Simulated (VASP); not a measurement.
# Ca (Fm-3m) in VASP: notebook

The runs below take Ca through single point, with PBEsol, r2SCAN.

Program: VASP 6.6.1. These are calculated values, not measurements. Logs are shortened: lines on timing, memory, paths and dates and some standing lists are left out, and cuts for length are marked.

### Step 1. The cell of the first run

It takes space group Fm-3m (No. 225, cubic). The conventional cell has a = 5.453 Å, b = 5.453 Å, c = 5.453 Å, α = 90.00°, β = 90.00°, γ = 90.00°. Within 5.1 Å of Ca (site symmetry m-3m) lie 12 Ca at 3.86 Å.

### Step 2. Single point, PBEsol

File INCAR:

```
PREC = Accurate
ENCUT = 520
EDIFF = 1E-6
ISMEAR = -1
SIGMA = 0.05
LREAL = F
LASPH = T
NELM = 100
ALGO = Normal
ISIF = 2
LWAVE = F
LCHARG = T
GGA = PS
LELF = T
LVHAR = T
NBANDS = 11
```

File KPOINTS:

```
regular mesh
0
Gamma
  10 10 10
```

File POSCAR:

```
Ca
1.0
    0.0000000000      2.7264620000      2.7264620000
    2.7264620000      0.0000000000      2.7264620000
    2.7264620000      2.7264620000      0.0000000000
Ca
1
Direct
    0.0000000000      0.0000000000      0.0000000000
```

Potentials or basis: VASP PAW PBE potentials, release 64 (Ca_sv).

Run with:

```bash
$ cat potpaw_PBE.64/Ca_sv/POTCAR > POTCAR
$ mpirun -np 1 vasp_std > vasp.out
```

OUTCAR:

```text
PREC = Accurate
   ENCUT = 520
   EDIFF = 1E-6
   ISMEAR = -1
   LREAL = F
   LASPH = T
   NELM = 100
   ISIF = 2
   GGA = PS

 ion  position               nearest neighbor table
   1  0.000  0.000  0.000-

  LATTYP: Found a face centered cubic cell.
 ALAT       =     5.4529240000

  Lattice vectors:

 A1 = (   0.0000000000,   2.7264620000,   2.7264620000)
 A2 = (   2.7264620000,   0.0000000000,   2.7264620000)
 A3 = (   2.7264620000,   2.7264620000,   0.0000000000)

Analysis of symmetry for initial positions (statically):
=====================================================================
 Subroutine PRICEL returns:
 Original cell was already a primitive cell.

 Routine SETGRP: Setting up the symmetry group for a
 face centered cubic supercell.

 Subroutine GETGRP returns: Found 48 space group operations
 (whereof 48 operations were pure point group operations)
 out of a pool of 48 trial point group operations.

The static configuration has the point symmetry O_h .

Analysis of symmetry for dynamics (positions and initial velocities):
=====================================================================
 Subroutine PRICEL returns:
 Original cell was already a primitive cell.

 Routine SETGRP: Setting up the symmetry group for a
 face centered cubic supercell.

 Subroutine GETGRP returns: Found 48 space group operations
 (whereof 48 operations were pure point group operations)
 out of a pool of 48 trial point group operations.

The dynamic configuration has the point symmetry O_h .

 Subroutine INISYM returns: Found 48 space group operations
 (whereof 48 operations are pure point group operations),
 and found     1 'primitive' translations

----------------------------------------------------------------------------------------

                                     Primitive cell

  volume of cell :      40.5348

  direct lattice vectors                    reciprocal lattice vectors
     0.000000000  2.726462000  2.726462000    -0.183387848  0.183387848  0.183387848
     2.726462000  0.000000000  2.726462000     0.183387848 -0.183387848  0.183387848
     2.726462000  2.726462000  0.000000000     0.183387848  0.183387848 -0.183387848

  length of vectors
     3.855799538  3.855799538  3.855799538     0.317637071  0.317637071  0.317637071

  position of ions in fractional coordinates (direct lattice)
     0.000000000  0.000000000  0.000000000

  ion indices of the primitive-cell ions
   primitive index   ion index
                 1           1

----------------------------------------------------------------------------------------

 KPOINTS: regular mesh

Automatic generation of k-mesh.
 Grid dimensions read from file:
 generate k-points for:   10   10   10

 Generating k-lattice:

  Cartesian coordinates                     Fractional coordinates (reciprocal lattice)
    -0.018338785  0.018338785  0.018338785     0.100000000  0.000000000  0.000000000
     0.018338785 -0.018338785  0.018338785     0.000000000  0.100000000  0.000000000
     0.018338785  0.018338785 -0.018338785     0.000000000  0.000000000  0.100000000

  Length of vectors
     0.031763707  0.031763707  0.031763707

  Shift w.r.t. Gamma in fractional coordinates (k-lattice)
     0.000000000  0.000000000  0.000000000

 Subroutine IBZKPT returns following result:
 ===========================================

 Found     47 irreducible k-points:

 Following reciprocal coordinates:
            Coordinates               Weight
  0.000000  0.000000  0.000000      1.000000
  0.100000  0.000000  0.000000      8.000000
  0.200000  0.000000  0.000000      8.000000
  0.300000  0.000000  0.000000      8.000000
  0.400000  0.000000  0.000000      8.000000
  0.500000  0.000000  0.000000      4.000000
[... 16 lines left out ...]
  0.300000  0.300000  0.000000      6.000000
  0.400000  0.300000  0.000000     24.000000
 [... further k-points ...]
   k-points           NKPTS =     47   k-points in BZ     NKDIM =     47   number of bands    NBANDS=     11
   number of dos      NEDOS =    301   number of ions     NIONS =      1
   total plane-waves  NPLWV =  27000
   dimension x,y,z NGX =    30 NGY =   30 NGZ =   30
   dimension x,y,z NGXF=    60 NGYF=   60 NGZF=   60
   ions per type =               1
   NGX,Y,Z   is equivalent  to a cutoff of  12.93, 12.93, 12.93 a.u.
   NGXF,Y,Z  is equivalent  to a cutoff of  25.87, 25.87, 25.87 a.u.
 SYSTEM =  unknown system
   PREC   = accura    normal or accurate (medium, high low for compatibility)
   ISTART =      0    job   : 0-new  1-cont  2-samecut
   ICHARG =      2    charge: 1-file 2-atom 10-const
   ISPIN  =      1    spin polarized calculation?
   LNONCOLLINEAR =      F non collinear calculations
   LSORBIT =      F    spin-orbit coupling
   LASPH  =      T    aspherical Exc in radial PAW
   ENCUT  =  520.0 eV  38.22 Ry    6.18 a.u.   7.17  7.17  7.17*2*pi/ulx,y,z
   NELM   =    100;   NELMIN=  2; NELMDL= -5     # of ELM steps
   EDIFF  = 0.1E-05   stopping-criterion for ELM
   LREAL  =      F    real-space projection
   EDIFFG = 0.1E-04   stopping-criterion for IOM
   NSW    =      0    number of steps for IOM
   IBRION =     -1    ionic relax: 0-MD 1-quasi-New 2-CG
   NFREE  =      0    steps in history (QN), initial steepest desc. (CG)
   ISIF   =      2    stress and relaxation
   ISYM   =      2    0-nonsym 1-usesym 2-fastsym
   POTIM  = 0.5000    time-step for ionic-motion
   TEBEG  =    0.0;   TEEND  =   0.0 temperature during run
   PSTRESS=    0.0 pullay stress
   NELECT =      10.0000    total number of electrons
   NUPDOWN=      -1.0000    fix difference up-down
   EMIN   =  10.00;   EMAX   =-10.00  energy-range for DOS
   EFERMI =   0.00;   METHOD = LEGACY
   ISMEAR =    -1;   SIGMA  =   0.05  broadening in eV -4-tet -1-fermi 0-gaus
   EFERMI_NEDOS =   21; number of points for ismear=-14 and -15
   IALGO  =     38    algorithm
   IMIX   =      4    mixing-type and parameters
     AMIX     =   0.40;   BMIX     =  1.00
     AMIX_MAG =   1.60;   BMIX_MAG =  1.00
  volume/ion in A,a.u.               =      40.53       273.54
  Fermi-wavevector in a.u.,A,eV,Ry     =   1.026752  1.940279 14.343518  1.054219
  Thomas-Fermi vector in A             =   2.160661
   LORBIT       =      0    0 simple, 1 ext, 2 COOP (PROOUT), +10 PAW based schemes
   GGA     = PS    functional components
   LHFCALC =     F    Hartree Fock is set to
   AEXX    =    0.0000 exact exchange contribution
   IVDW    =     0    specifies the selected vdW correction
   LEPSILON=     F    determine dielectric tensor
   LRPA    =     F    only Hartree local field effects (RPA)
 non-spin polarized calculation
  energy-cutoff  :      520.00
  volume of cell :       40.53
 maximum number of plane-waves:      1106
 NGX is ok and might be reduce to    30
   NGX = 15   NGY = 15   NGZ = 15

 number of electron      10.0000002 magnetization

 Free energy of the ion-electron system (eV)
  ---------------------------------------------------
  ext. energy  EPLUGINS =         0.00000000
  ---------------------------------------------------
  free energy    TOTEN  =        -2.14041254 eV

  energy without entropy =       -2.12957055  energy(sigma->0) =       -2.13499154

 E-fermi :   2.0694     XC(G=0):  -7.9396

 val. band max:        2.0631327639   @ k =  -0.3000   0.4000   0.1000
 cond. band min:       2.1342021640   @ k =  -0.3000   0.5000   0.2000
 fundamental gap:      0.0710694001
 Fermi energy:         2.0693721132

 k-point     1 :       0.0000    0.0000    0.0000
  band No.  band energies     occupation
      1     -39.7033      2.00000
      2     -20.6894      2.00000
      3     -20.6894      2.00000
      4     -20.6894      2.00000
      5      -2.0558      2.00000
      6       4.4263      0.00000
      7       4.4263      0.00000
      8       4.4263      0.00000
      9       5.5573      0.00000
     10       5.5573      0.00000
     11      11.3528      0.00000

 k-point     2 :       0.1000    0.0000    0.0000
  band No.  band energies     occupation
      1     -39.7017      2.00000
      2     -20.7053      2.00000
      3     -20.6916      2.00000
      4     -20.6916      2.00000
      5      -1.8790      2.00000
      6       4.2371      0.00000
      7       4.4920      0.00000
      8       4.4920      0.00000
      9       5.5013      0.00000
     10       5.5013      0.00000
     11      11.5539      0.00000

 k-point     3 :       0.2000    0.0000    0.0000
  band No.  band energies     occupation
      1     -39.6975      2.00000
      2     -20.7466      2.00000
      3     -20.6972      2.00000
      4     -20.6972      2.00000
      5      -1.3673      2.00000
      6       3.7678      0.00000
      7       4.5852      0.00000
      8       4.5852      0.00000
      9       5.4760      0.00000
     10       5.4760      0.00000
     11      10.4981      0.00000

 k-point     4 :       0.3000    0.0000    0.0000
  band No.  band energies     occupation
      1     -39.6923      2.00000
      2     -20.7970      2.00000
      3     -20.7041      2.00000
      4     -20.7041      2.00000
      5      -0.5806      2.00000
      6       3.1645      0.00000
      7       4.5083      0.00000
      8       4.5083      0.00000
      9       5.7282      0.00000
     10       5.7282      0.00000
     11       8.9959      0.00000

 k-point     5 :       0.4000    0.0000    0.0000
  band No.  band energies     occupation
      1     -39.6881      2.00000
      2     -20.8374      2.00000
      3     -20.7097      2.00000
      4     -20.7097      2.00000
      5       0.3594      2.00000
      6       2.4751      0.00060
      7       4.3671      0.00000
      8       4.3671      0.00000
      9       6.1040      0.00000
     10       6.1040      0.00000
     11       7.8960      0.00000
[... 211 lines left out ...]
 k-point    21 :      -0.3000    0.2000    0.0000
  band No.  band energies     occupation
      1     -39.6865      2.00000
      2     -20.8138      2.00000
      3     -20.7503      2.00000
      4     -20.7119      2.00000
      5       0.5558      2.00000
      6       2.8495      0.00000
      7       3.6560      0.00000
      8       4.7666      0.00000
      9       5.5801      0.00000
     10       6.5493      0.00000
     11       8.2862      0.00000

 k-point    22 :      -0.2000    0.2000    0.0000
  band No.  band energies     occupation
      1     -39.6905      2.00000
      2     -20.7891      2.00000
      3     -20.7348      2.00000
      4     -20.7034      2.00000
      5      -0.3146      2.00000
      6       3.2676      0.00000
      7       4.0075      0.00000
      8       4.9084      0.00000
      9       5.1328      0.00000
     10       6.2224      0.00000
     11       9.4431      0.00000

 k-point    23 :       0.3000    0.3000    0.0000
  band No.  band energies     occupation
      1     -39.6887      2.00000
      2     -20.7920      2.00000
      3     -20.7284      2.00000
      4     -20.7284      2.00000
      5      -0.1310      2.00000
      6       3.1006      0.00000
      7       3.9411      0.00000
      8       5.3247      0.00000
      9       5.3247      0.00000
     10       6.0118      0.00000
     11      10.3674      0.00000

 k-point    24 :       0.4000    0.3000    0.0000
  band No.  band energies     occupation
      1     -39.6853      2.00000
      2     -20.8137      2.00000
      3     -20.7401      2.00000
      4     -20.7351      2.00000
      5       0.5291      2.00000
      6       2.8665      0.00000
      7       3.5667      0.00000
      8       5.4417      0.00000
      9       5.7658      0.00000
     10       6.2296      0.00000
     11       8.9374      0.00000

 [... further k-points ...]

------------------------ aborting loop because EDIFF is reached ----------------------------------------

  FORCE on cell =-STRESS in cart. coord.  units (eV):
  Direction    XX          YY          ZZ          XY          YZ          ZX
  --------------------------------------------------------------------------------------
  -------------------------------------------------------------------------------------
  Total        0.0055982      0.0055982      0.0055982      0.0000000      0.0000000     -0.0000000
  in kB        0.2212748      0.2212748      0.2212748      0.0000000      0.0000000     -0.0000000
  external PRESSURE =       0.2212748 kB  Pullay stress =       0.0000000 kB

 VOLUME and BASIS-vectors are now :
 -----------------------------------------------------------------------------
  energy-cutoff  :      520.00
  volume of cell :       40.53
      direct lattice vectors                 reciprocal lattice vectors
     0.000000000  2.726462000  2.726462000    -0.183387848  0.183387848  0.183387848
     2.726462000  0.000000000  2.726462000     0.183387848 -0.183387848  0.183387848
     2.726462000  2.726462000  0.000000000     0.183387848  0.183387848 -0.183387848

 POSITION                                       TOTAL-FORCE (eV/Angst)
 -----------------------------------------------------------------------------------
      0.00000      0.00000      0.00000         0.000000      0.000000      0.000000
 -----------------------------------------------------------------------------------
    total drift:                               -0.000000     -0.000000     -0.000000

  FREE ENERGIE OF THE ION-ELECTRON SYSTEM (eV)
  ---------------------------------------------------
  free  energy   TOTEN  =        -2.1404125367 eV

  energy  without entropy=       -2.1295705529  energy(sigma->0) =       -2.13499154
```

Run time: 11 s. Hardware: 1 thread of AMD EPYC 9R45 (Zen 5), shared host; peak memory 0.14 GiB.

Results:

| Item | Value |
| --- | --- |
| Free energy | -2.1404 eV |
| Pressure | 0.0 GPa |
| Band gap on the k mesh | zero (band 5 reaches 2.14 eV, above the bottom of band 6 at 1.93 eV) |

Levels at points of the mesh, in eV from the Fermi level:
| k point | band 2 | band 3 | band 4 | band 5 | band 6 | band 7 | band 8 | band 9 |
| --- | --- | --- | --- | --- | --- | --- | --- | --- |
| (0.00, 0.00, 0.00) | -22.76 | -22.76 | -22.76 | -4.13 | 2.36 | 2.36 | 2.36 | 3.49 |
| (0.50, 0.00, 0.00) | -22.92 | -22.78 | -22.78 | -1.04 | -0.14 | 2.24 | 2.24 | 4.21 |
| (0.50, 0.50, 0.00) | -22.91 | -22.82 | -22.82 | -0.52 | 0.52 | 1.02 | 4.21 | 4.41 |

Caveat: the PAW data sets were made with another functional, which shifts forces and pressure a little.

### Step 3. Single point, r2SCAN

POSCAR is that of step 2.

File INCAR.step1:

```
ALGO = Normal ; EDIFF = 1E-4
ENCUT = 520 ; GGA = PE
ISMEAR = -1 ; LASPH = T
LCHARG = F ; LREAL = F
LWAVE = T ; NBANDS = 11
NELM = 100 ; PREC = Accurate
SIGMA = 0.05
```

File INCAR.step2:

```
ALGO = Normal ; EDIFF = 1E-6
ENCUT = 520 ; ISIF = 2
ISMEAR = -1 ; ISTART = 1
LASPH = T ; LCHARG = F
LMIXTAU = T ; LREAL = F
LWAVE = F ; METAGGA = R2SCAN
NBANDS = 11 ; NELM = 100
PREC = Accurate ; SIGMA = 0.05
```

File KPOINTS:

```
k-points
0
Gamma
  10 10 10
```

Potentials or basis: VASP PAW PBE potentials, release 64 (Ca_sv).

Run with:

```bash
$ cat potpaw_PBE.64/Ca_sv/POTCAR > POTCAR
$ cp INCAR.step1 INCAR
$ mpirun -np 1 vasp_std > vasp.out
$ cp INCAR.step2 INCAR
$ mpirun -np 1 vasp_std > vasp.out
```

It took 52 s on 1 thread of AMD EPYC 9R45 (Zen 5), shared host; peak memory 0.15 GiB.

The run converged. Its results:

```yaml
Free_energy: -7.0279 eV
Pressure: 1.3 GPa
Band_gap_on_the_k_mesh: zero (band 5 reaches 2.30 eV, above the bottom of band 6 at 1.91 eV)
```

Levels at points of the mesh, in eV from the Fermi level:
| k point | band 2 | band 3 | band 4 | band 5 | band 6 | band 7 | band 8 | band 9 |
| --- | --- | --- | --- | --- | --- | --- | --- | --- |
| (0.00, 0.00, 0.00) | -23.72 | -23.72 | -23.72 | -4.38 | 2.75 | 2.75 | 2.75 | 3.92 |
| (0.50, 0.00, 0.00) | -23.89 | -23.75 | -23.75 | -0.98 | -0.26 | 2.59 | 2.59 | 4.68 |
| (0.50, 0.50, 0.00) | -23.88 | -23.78 | -23.78 | -0.47 | 0.71 | 1.00 | 4.66 | 4.89 |

Caveat: the PAW data sets were made with another functional, which shifts forces and pressure a little.
